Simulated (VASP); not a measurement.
AlN: single point with PBE+D4

AlN:

```
Al N
1.0
     0.00000    2.18461    2.18461
     2.18461    0.00000    2.18461
     2.18461    2.18461    0.00000
Al N
1 1
Cartesian
  0.0000 0.0000 0.0000
  1.0923 1.0923 1.0923
```

```
Program             : VASP 6.6.1
Task                : single point
Functional          : PBE
Dispersion          : D4
Potentials or basis : VASP PAW PBE potentials, release 64 (Al, N)
Cutoff              : 520 eV
k mesh              : 10 × 10 × 10
Occupations         : fermi-dirac, width 0.05 eV
Spin                : no spin polarisation
```

```
Pressure                   : -0.3 GPa
Band gap on the k mesh     : 3.32 eV, indirect (least direct gap 4.19 eV)
Dispersion energy per atom : -0.308 eV
```

Levels at points of the mesh, in eV from the valence-band top:
| k point | band 1 | band 2 | band 3 | band 4 | band 5 | band 6 | band 7 | band 8 |
| --- | --- | --- | --- | --- | --- | --- | --- | --- |
| (0.00, 0.00, 0.00) | -14.98 | 0.00 | 0.00 | 0.00 | 4.19 | 12.55 | 12.55 | 12.55 |
| (0.50, 0.00, 0.00) | -12.93 | -5.85 | -0.48 | -0.48 | 7.37 | 9.86 | 11.14 | 11.14 |
| (0.50, 0.50, 0.00) | -12.30 | -4.90 | -1.77 | -1.77 | 3.32 | 8.61 | 13.95 | 15.72 |

Wall time 8.4 s on 1 thread of Intel Xeon 6975P-C, on a shared host, peak memory 0.14 GiB.

A k mesh can miss the band edges.
